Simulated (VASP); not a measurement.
# CuI (Cmcm) in VASP: further runs, part 2 of 3

VASP 6.6.1. The steps go on from the part before.

## 4. Single point, PBE (equal xx and yy strain of -1 %)

Input file INCAR:

```
SYSTEM = CuI
ALGO = Normal
EDIFF = 1E-6
ENCUT = 520
GGA = PE
ISIF = 2
ISMEAR = -1
LASPH = .TRUE.
LCHARG = .FALSE.
LREAL = .FALSE.
LWAVE = .FALSE.
NBANDS = 26
NELM = 100
PREC = Accurate
SIGMA = 0.02
```

Input file KPOINTS:

```
k-points
0
G
  5 5 6
  0 0 0
```

Input file POSCAR:

```
CuI
1.0
    3.6958359141     -3.6739755063      0.0000000000
    3.6958359141      3.6739755063      0.0000000000
    0.0000000000      0.0000000000      4.3069976700
Cu I
2 2
Direct
    0.4204388300      0.5795611700      0.7500000000
    0.5795611700      0.4204388300      0.2500000000
    0.7700426800      0.2299573200      0.7500000000
    0.2299573200      0.7700426800      0.2500000000
```

Potentials or basis: VASP PAW PBE potentials, release 64 (Cu, I).

Launch:

```
cat potpaw_PBE.64/Cu/POTCAR potpaw_PBE.64/I/POTCAR > POTCAR
mpirun -np 1 vasp_std > vasp.out
```

OUTCAR:

```text
SYSTEM = CuI
   EDIFF = 1E-6
   ENCUT = 520
   GGA = PE
   ISIF = 2
   ISMEAR = -1
   LASPH = .TRUE.
   LREAL = .FALSE.
   NELM = 100
   PREC = Accurate

 ion  position               nearest neighbor table
   1  0.420  0.580  0.750-   2 2.45   2 2.45   4 2.57   4 2.57   3 2.57
   2  0.580  0.420  0.250-   1 2.45   1 2.45   3 2.57   3 2.57   4 2.57
   3  0.770  0.230  0.750-   2 2.57   2 2.57   1 2.57
   4  0.230  0.770  0.250-   1 2.57   1 2.57   2 2.57

  LATTYP: Found a base centered orthorhombic cell.
 ALAT       =     7.3479510126
 B/A-ratio  =     1.0059500690
 C/A-ratio  =     0.5861494807

  Lattice vectors:

 A1 = (  -3.6958359141,  -3.6739755063,   0.0000000000)
 A2 = (   3.6958359141,  -3.6739755063,   0.0000000000)
 A3 = (   0.0000000000,   0.0000000000,   4.3069976700)

Analysis of symmetry for initial positions (statically):
=====================================================================
 Subroutine PRICEL returns:
 Original cell was already a primitive cell.

 Routine SETGRP: Setting up the symmetry group for a
 base centered orthorhombic supercell.

 Subroutine GETGRP returns: Found  8 space group operations
 (whereof  4 operations were pure point group operations)
 out of a pool of  8 trial point group operations.

The static configuration has the point symmetry C_2h.
 The point group associated with its full space group is D_2h.

Analysis of symmetry for dynamics (positions and initial velocities):
=====================================================================
 Subroutine PRICEL returns:
 Original cell was already a primitive cell.

 Routine SETGRP: Setting up the symmetry group for a
 base centered orthorhombic supercell.

 Subroutine GETGRP returns: Found  8 space group operations
 (whereof  4 operations were pure point group operations)
 out of a pool of  8 trial point group operations.

The dynamic configuration has the point symmetry C_2h.
 The point group associated with its full space group is D_2h.

 Subroutine INISYM returns: Found  8 space group operations
[... 121 lines left out ...]
     AMIX_MAG =   1.60;   BMIX_MAG =  1.00
  volume/ion in A,a.u.               =      29.24       197.33
  Fermi-wavevector in a.u.,A,eV,Ry     =   1.105328  2.088767 16.622915  1.221750
  Thomas-Fermi vector in A             =   2.241813
   LORBIT       =      0    0 simple, 1 ext, 2 COOP (PROOUT), +10 PAW based schemes
   GGA     = PE    functional components
   LHFCALC =     F    Hartree Fock is set to
   AEXX    =    0.0000 exact exchange contribution
   IVDW    =     0    specifies the selected vdW correction
   LEPSILON=     F    determine dielectric tensor
   LRPA    =     F    only Hartree local field effects (RPA)
 non-spin polarized calculation
  energy-cutoff  :      520.00
  volume of cell :      116.96
 maximum number of plane-waves:      3168
   NGX = 19   NGY = 19   NGZ = 17

 number of electron      35.9999995 magnetization

 Free energy of the ion-electron system (eV)
  ---------------------------------------------------
  ext. energy  EPLUGINS =         0.00000000
  ---------------------------------------------------
  free energy    TOTEN  =       -10.90062406 eV

  energy without entropy =      -10.90062406  energy(sigma->0) =      -10.90062406

 E-fermi :   4.4912     XC(G=0):  -8.6861

 val. band max:        4.0530982118   @ k =   0.0000   0.0000   0.0000
 cond. band min:       5.1291237159   @ k =   0.0000   0.0000   0.0000
 fundamental gap:      1.0760255042
 Fermi energy:         4.4911962020

 k-point     1 :       0.0000    0.0000    0.0000
  band No.  band energies     occupation
      1      -9.8845      2.00000
      2      -9.0974      2.00000
      3      -1.5665      2.00000
      4      -0.2386      2.00000
      5      -0.0350      2.00000
      6       0.0300      2.00000
[... 685 lines left out ...]
     25      11.6196      0.00000
     26      12.1491      0.00000

 [... further k-points ...]

------------------------ aborting loop because EDIFF is reached ----------------------------------------

  FORCE on cell =-STRESS in cart. coord.  units (eV):
  Direction    XX          YY          ZZ          XY          YZ          ZX
  --------------------------------------------------------------------------------------
  -------------------------------------------------------------------------------------
  Total        0.7978901      2.0986325      1.7581098      0.0000000      0.0000000      0.0000000
  in kB       10.9294947     28.7470586     24.0825792      0.0000000      0.0000000      0.0000000
  external PRESSURE =      21.2530442 kB  Pullay stress =       0.0000000 kB

 VOLUME and BASIS-vectors are now :
 -----------------------------------------------------------------------------
  energy-cutoff  :      520.00
  volume of cell :      116.96
      direct lattice vectors                 reciprocal lattice vectors
     3.695835914 -3.673975506  0.000000000     0.135287391 -0.136092361  0.000000000
     3.695835914  3.673975506  0.000000000     0.135287391  0.136092361  0.000000000
     0.000000000  0.000000000  4.306997670     0.000000000  0.000000000  0.232180297

 POSITION                                       TOTAL-FORCE (eV/Angst)
 -----------------------------------------------------------------------------------
      3.69584      0.58461      3.23025         0.000000      0.174331      0.000000
      3.69584     -0.58461      1.07675         0.000000     -0.174331      0.000000
      3.69584     -1.98426      3.23025         0.000000     -0.321649     -0.000000
      3.69584      1.98426      1.07675         0.000000      0.321649     -0.000000
 -----------------------------------------------------------------------------------
    total drift:                                0.000000     -0.000000      0.000000

  FREE ENERGIE OF THE ION-ELECTRON SYSTEM (eV)
  ---------------------------------------------------
  free  energy   TOTEN  =       -10.9006240635 eV

  energy  without entropy=      -10.9006240635  energy(sigma->0) =      -10.90062406
```

OSZICAR:

```text
N       E                     dE             d eps       ncg     rms          rms(c)
DAV:   1     0.272816564325E+03    0.27282E+03   -0.15052E+04  1872   0.148E+03
DAV:   2     0.151747200404E+02   -0.25764E+03   -0.24491E+03  1882   0.308E+02
DAV:   3    -0.102920473653E+02   -0.25467E+02   -0.24904E+02  2494   0.119E+02
DAV:   4    -0.115590909763E+02   -0.12670E+01   -0.12629E+01  2600   0.239E+01
DAV:   5    -0.116095650418E+02   -0.50474E-01   -0.50465E-01  2842   0.461E+00    0.939E+00
DAV:   6    -0.113524062656E+02    0.25716E+00   -0.10449E+01  2344   0.733E+01    0.611E+00
DAV:   7    -0.108974711791E+02    0.45494E+00   -0.24387E+00  2312   0.461E+01    0.315E+00
DAV:   8    -0.109150904762E+02   -0.17619E-01   -0.28246E-01  2916   0.768E+00    0.102E+00
DAV:   9    -0.108999988873E+02    0.15092E-01   -0.82824E-02  2524   0.735E+00    0.396E-01
DAV:  10    -0.109007689890E+02   -0.77010E-03   -0.55406E-03  2894   0.101E+00    0.264E-01
DAV:  11    -0.109005943272E+02    0.17466E-03   -0.17250E-03  2482   0.106E+00    0.123E-01
DAV:  12    -0.109006187846E+02   -0.24457E-04   -0.29570E-04  2914   0.191E-01    0.229E-02
DAV:  13    -0.109006220237E+02   -0.32392E-05   -0.15207E-05  2954   0.771E-02    0.120E-02
DAV:  14    -0.109006241456E+02   -0.21219E-05   -0.71453E-06  2296   0.166E-02    0.111E-02
DAV:  15    -0.109006240635E+02    0.82142E-07   -0.53773E-07  1370   0.205E-02
   1 F= -.10900624E+02 E0= -.10900624E+02  d E =-.195627E-11
```

Wall time 37 s (1 thread of Intel Xeon 6975P-C (Granite Rapids), shared host); peak memory 0.27 GiB.

What came out:

```yaml
Free_energy: -10.9006 eV
Pressure: 2.1 GPa
Largest_force: 0.322 eV/Å
Band_gap_on_the_k_mesh: 1.08 eV, direct
```

Forces on the atoms (eV/Å):
```
Cu   0.000  0.174  0.000
Cu   0.000 -0.174  0.000
I    0.000 -0.322  0.000
I    0.000  0.322  0.000
```

Stress tensor (GPa, compression positive):
```
1.09 0.00 0.00
0.00 2.87 0.00
0.00 0.00 2.41
```

Levels at points of the mesh, in eV from the valence-band top:
```csv
k point,band 14,band 15,band 16,band 17,band 18,band 19,band 20,band 21,band 22,band 23
"(0.00, 0.00, 0.00)",-1.90,-1.85,-1.52,-0.91,0.00,1.08,1.69,2.37,4.65,5.06
"(0.00, 0.00, 0.50)",-1.99,-1.85,-1.85,-1.63,-1.63,3.77,3.77,3.77,3.77,5.95
```

Caveat: the cell differs from its parent crystal (equal xx and yy strain of -1 %); spin-orbit coupling is left out, which moves the levels of the heavy elements. A k mesh can miss the band edges.

## 5. Single point, PBE (equal xx and yy strain of +2 %)

Input file INCAR:

```
ALGO = Normal
EDIFF = 1E-6
ENCUT = 520
GGA = PE
ISIF = 2
ISMEAR = -1
LASPH = True
LCHARG = True
LELF = True
LREAL = False
LVHAR = True
LWAVE = False
NBANDS = 26
NELM = 60
PREC = Accurate
SIGMA = 0.02
```

Input file KPOINTS:

```
k-points
0
Gamma
  5 5 6
```

Edit POSCAR of step 4 so:

```diff
@@ -2,4 +2,4 @@
 1.0
-    3.6958359141     -3.6739755063      0.0000000000
-    3.6958359141      3.6739755063      0.0000000000
+    3.8078309418     -3.7853080974      0.0000000000
+    3.8078309418      3.7853080974      0.0000000000
     0.0000000000      0.0000000000      4.3069976700
```

Launch:

```
cat potpaw_PBE.64/Cu/POTCAR potpaw_PBE.64/I/POTCAR > POTCAR
mpirun -np 1 vasp_std > vasp.out
```

It took 39 s on 1 thread of Intel Xeon 6975P-C (Granite Rapids), shared host; peak memory 0.27 GiB.

The run converged. Its results:

```yaml
Free_energy: -10.9454 eV
Pressure: 0.3 GPa
Largest_force: 0.164 eV/Å
Band_gap_on_the_k_mesh: 0.96 eV, direct
```

Forces on the atoms (eV/Å):
```
Cu   0.000  0.042  0.000
Cu   0.000 -0.042  0.000
I    0.000  0.164  0.000
I    0.000 -0.164  0.000
```

Stress tensor (GPa, compression positive):
```
 0.72  0.00  0.00
 0.00 -0.32  0.00
 0.00  0.00  0.53
```

Levels at points of the mesh, in eV from the valence-band top:
```
           k point  band 16  band 17  band 18  band 19  band 20  band 21
(0.00, 0.00, 0.00)    -1.43    -0.94     0.00     0.96     1.86     2.58
(0.00, 0.00, 0.50)    -1.73    -1.55    -1.55     3.50     3.50     3.89
```

Caveat: the cell differs from its parent crystal (equal xx and yy strain of +2 %); spin-orbit coupling is left out, which moves the levels of the heavy elements.

(Part 2 of 3 ends here.)
